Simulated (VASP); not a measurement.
# Ag in VASP: further runs, part 2 of 2

VASP 6.6.1. The steps go on from the part before.

## (6) Single point, PBEsol (equal xx and yy strain of +2 %)

Contents of INCAR:

```
SYSTEM = Ag
  ALGO = Normal
  EDIFF = 1E-6
  ENCUT = 520
  GGA = PS
  ISIF = 2
  ISMEAR = -1
  LASPH = .TRUE.
  LCHARG = .FALSE.
  LREAL = .FALSE.
  LWAVE = .FALSE.
  NBANDS = 12
  NELM = 60
  PREC = Accurate
  SIGMA = 0.03
```

Contents of KPOINTS:

```
k-points
0
G
  15 15 15
  0 0 0
```

Contents of POSCAR:

```
Ag
1.0
    0.0000000000      2.0839620000      2.0431000000
    2.0839620000      0.0000000000      2.0431000000
    2.0839620000      2.0839620000      0.0000000000
Ag
1
Direct
    0.0000000000      0.0000000000      0.0000000000
```

Potentials or basis: VASP PAW PBE potentials, release 64 (Ag).

On the command line:

```
$ cat potpaw_PBE.64/Ag/POTCAR > POTCAR
$ mpirun -np 1 vasp_std > vasp.out
```

OUTCAR:

```text
SYSTEM = Ag
   EDIFF = 1E-6
   ENCUT = 520
   GGA = PS
   ISIF = 2
   ISMEAR = -1
   LASPH = .TRUE.
   LREAL = .FALSE.
   NELM = 60
   PREC = Accurate

 ion  position               nearest neighbor table
   1  0.000  0.000  0.000-

  LATTYP: Found a body centered tetragonal cell.
 ALAT       =     2.9471673239
 C/A-ratio  =     1.3864838847

  Lattice vectors:

 A1 = (   0.0000000000,  -2.0839620000,  -2.0431000000)
 A2 = (   0.0000000000,   2.0839620000,  -2.0431000000)
 A3 = (   2.0839620000,   0.0000000000,   2.0431000000)

Analysis of symmetry for initial positions (statically):
=====================================================================
 Subroutine PRICEL returns:
 Original cell was already a primitive cell.

 Routine SETGRP: Setting up the symmetry group for a
 body centered tetragonal supercell.

 Subroutine GETGRP returns: Found 16 space group operations
 (whereof 16 operations were pure point group operations)
 out of a pool of 16 trial point group operations.

The static configuration has the point symmetry D_4h.

Analysis of symmetry for dynamics (positions and initial velocities):
[... 171 lines left out ...]
      6       4.0881      2.00000
      7      23.5874      0.00000
      8      26.8424      0.00000
      9      26.8424      0.00000
     10      27.0712      0.00000
     11      31.6419      0.00000
     12      32.3763      0.00000
[... 331 lines left out ...]
 k-point    24 :       0.2000    0.1333    0.0000
  band No.  band energies     occupation
      1       1.2786      2.00000
      2       2.7400      2.00000
      3       3.3832      2.00000
      4       3.3874      2.00000
      5       3.8403      2.00000
      6       4.1673      2.00000
      7      22.3555      0.00000
      8      24.0410      0.00000
      9      24.2324      0.00000
     10      25.9203      0.00000
     11      29.5037      0.00000
     12      32.3835      0.00000

 [... further k-points ...]

------------------------ aborting loop because EDIFF is reached ----------------------------------------

  FORCE on cell =-STRESS in cart. coord.  units (eV):
  Direction    XX          YY          ZZ          XY          YZ          ZX
  --------------------------------------------------------------------------------------
  -------------------------------------------------------------------------------------
  Total       -0.7149807     -0.7149807     -0.7353810      0.0000000     -0.0000000      0.0000000
  in kB      -64.5514071    -64.5514071    -66.3932266      0.0000000     -0.0000000      0.0000000
  external PRESSURE =     -65.1653470 kB  Pullay stress =       0.0000000 kB

 VOLUME and BASIS-vectors are now :
 -----------------------------------------------------------------------------
  energy-cutoff  :      520.00
  volume of cell :       17.75
      direct lattice vectors                 reciprocal lattice vectors
     0.000000000  2.083962000  2.043100000    -0.239927599  0.239927599  0.244726151
     2.083962000  0.000000000  2.043100000     0.239927599 -0.239927599  0.244726151
     2.083962000  2.083962000  0.000000000     0.239927599  0.239927599 -0.244726151

 POSITION                                       TOTAL-FORCE (eV/Angst)
 -----------------------------------------------------------------------------------
      0.00000      0.00000      0.00000         0.000000      0.000000      0.000000
 -----------------------------------------------------------------------------------
    total drift:                               -0.000000      0.000000     -0.000000

  FREE ENERGIE OF THE ION-ELECTRON SYSTEM (eV)
  ---------------------------------------------------
  free  energy   TOTEN  =        -3.2822856555 eV

  energy  without entropy=       -3.2810918418  energy(sigma->0) =       -3.28168875
```

OSZICAR:

```text
N       E                     dE             d eps       ncg     rms          rms(c)
DAV:   1     0.513004743886E+02    0.51300E+02   -0.54715E+03  7020   0.825E+02
DAV:   2    -0.278813209605E+01   -0.54089E+02   -0.50868E+02  8004   0.192E+02
DAV:   3    -0.361882853478E+01   -0.83070E+00   -0.83007E+00  8028   0.252E+01
DAV:   4    -0.362140102746E+01   -0.25725E-02   -0.25724E-02  8040   0.148E+00
DAV:   5    -0.362142184403E+01   -0.20817E-04   -0.20817E-04  8144   0.119E-01    0.503E+00
DAV:   6    -0.329383037379E+01    0.32759E+00   -0.13927E+00  7432   0.104E+01    0.306E+00
DAV:   7    -0.328587446216E+01    0.79559E-02   -0.75755E-03  8000   0.840E-01    0.177E+00
DAV:   8    -0.328227544736E+01    0.35990E-02   -0.69848E-04  8064   0.183E-01    0.773E-02
DAV:   9    -0.328228389734E+01   -0.84500E-05   -0.10621E-05  8016   0.236E-02    0.186E-02
DAV:  10    -0.328228577361E+01   -0.18763E-05   -0.22643E-06  8100   0.129E-02    0.249E-03
DAV:  11    -0.328228565548E+01    0.11813E-06   -0.56994E-08  4212   0.198E-03
   1 F= -.32822857E+01 E0= -.32816887E+01  d E =-.119381E-02
```

Run time: 30 s. Hardware: 1 thread of Intel Xeon Platinum 8375C at 2.90GHz (Ice Lake), shared host; peak memory 0.18 GiB.

Results:

- Free energy: -3.2823 eV
- Pressure: -6.5 GPa

Caveat: the cell differs from its parent crystal (equal xx and yy strain of +2 %); the PAW data sets were made with another functional, which shifts forces and pressure a little.

## (7) Summary

```csv
cell,gap on the mesh (eV),pressure (GPa)
"a = 2.889 Å, angles 60.0°, 1 atom",none,-2.9
"a = 2.861, b = 2.861, c = 2.832 Å, angles 60.3, 60.3, 59.3°, 1 atom",none,1.7
"a = 2.875, b = 2.875, c = 2.860 Å, angles 60.2, 60.2, 59.7°, 1 atom",none,-0.8
"a = 2.904, b = 2.904, c = 2.918 Å, angles 59.8, 59.8, 60.3°, 1 atom",none,-4.8
"a = 2.918, b = 2.918, c = 2.947 Å, angles 59.7, 59.7, 60.7°, 1 atom",none,-6.5
```

Alike in all rows: task single point; level PBEsol; potentials or basis VASP PAW PBE potentials, release 64 (Ag); no spin polarisation; k mesh 15 × 15 × 15; cutoff (eV) 520; smearing fermi-dirac 0.03 eV.

Caveats: the PAW data sets were made with another functional, which shifts forces and pressure a little.

Absolute energies hang on the potentials; compare differences alone.
